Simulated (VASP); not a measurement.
## ScPt: single point with LDA

Crystal: ScPt.

```
Sc Pt
1.0
     3.22904    0.00000    0.00000
     0.00000    3.22904    0.00000
     0.00000    0.00000    3.22904
Sc Pt
1 1
Direct
  0.50000 0.50000 0.50000
  0.00000 0.00000 0.00000
```

| Quantity | Value |
| --- | --- |
| Program | VASP 6.6.1 |
| Task | single point |
| Functional | LDA |
| Potentials or basis | VASP PAW LDA potentials, release 64 (Sc_sv, Pt) |
| Cutoff | 520 eV |
| k mesh | 14 × 14 × 14 |
| Occupations | gaussian, width 0.1 eV |
| Spin | no spin polarisation |
| Dipole correction | no |
| Further INCAR settings | ALGO = Normal; EDIFF = 1e-07; NBANDS = 18 |

The pressure is 0.8 GPa. The band gap on the k mesh is zero (an odd number of electrons rules out a gap without spin polarisation).

Levels at points of the mesh, in eV from the Fermi level:
```csv
k point,band 7,band 8,band 9,band 10,band 11,band 12,band 13,band 14
"(0.00, 0.00, 0.00)",-5.48,-2.94,-2.94,-2.94,1.50,1.50,3.63,3.63
"(0.50, 0.00, 0.00)",-3.39,-3.33,-3.33,-2.50,-0.85,-0.20,1.20,1.20
"(0.50, 0.50, 0.00)",-4.05,-4.05,-1.61,-0.79,0.39,0.39,2.04,3.71
"(0.50, 0.50, 0.50)",-4.45,-1.55,-1.55,-1.49,-1.49,-1.49,3.30,3.84
```

Run time: 19 s on 1 thread of Intel(R) Xeon(R) 6975P-C (Granite Rapids), with other jobs on the host, peak memory 0.18 GiB.

Caveat: spin-orbit coupling is left out, which moves the levels of the heavy elements.
